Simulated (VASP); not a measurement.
Here is a VASP 6.6.1 calculation.

File INCAR:

```
SYSTEM = KMgF3
PREC = Accurate
ENCUT = 520
EDIFF = 1E-6
ISMEAR = 0
SIGMA = 0.05
LREAL = .FALSE.
LASPH = .TRUE.
NELM = 100
ALGO = Normal
ISIF = 2
LWAVE = .FALSE.
LCHARG = .FALSE.
GGA = PE
NBANDS = 24
```

KPOINTS

```
Automatic mesh
0
G
  6 6 6
  0 0 0
```

The input POSCAR:

```
KMgF3
1.0
    4.0456885000      0.0000000000      0.0000000000
    0.0000000000      4.0456885000      0.0000000000
    0.0000000000      0.0000000000      4.1054770000
K Mg F
1 1 3
Direct
    0.5000000000      0.5000000000      0.5000000000
    0.0000000000      0.0000000000      0.0000000000
    0.5000000000      0.0000000000      0.0000000000
    0.0000000000      0.5000000000      0.0000000000
    0.0000000000      0.0000000000      0.5000000000
```

Potentials or basis: VASP PAW PBE potentials, release 64 (K_sv, Mg, F).

Command:

```bash
$ cat potpaw_PBE.64/K_sv/POTCAR potpaw_PBE.64/Mg/POTCAR potpaw_PBE.64/F/POTCAR > POTCAR
$ mpirun -np 1 vasp_std > vasp.out
```

Task: Estimate the pressure.

Result: -0.9 GPa.

Task: What does it give for the band gap on the k mesh?

Result: 6.86 eV, indirect (least direct gap 7.19 eV).

Stress tensor (GPa, compression positive):
```
-0.56  0.00  0.00
 0.00 -0.56  0.00
 0.00  0.00 -1.70
```

Caveat: the cell differs from its parent crystal (strain +0.015 along x and y, +0.030 along z). A k mesh can miss the band edges.
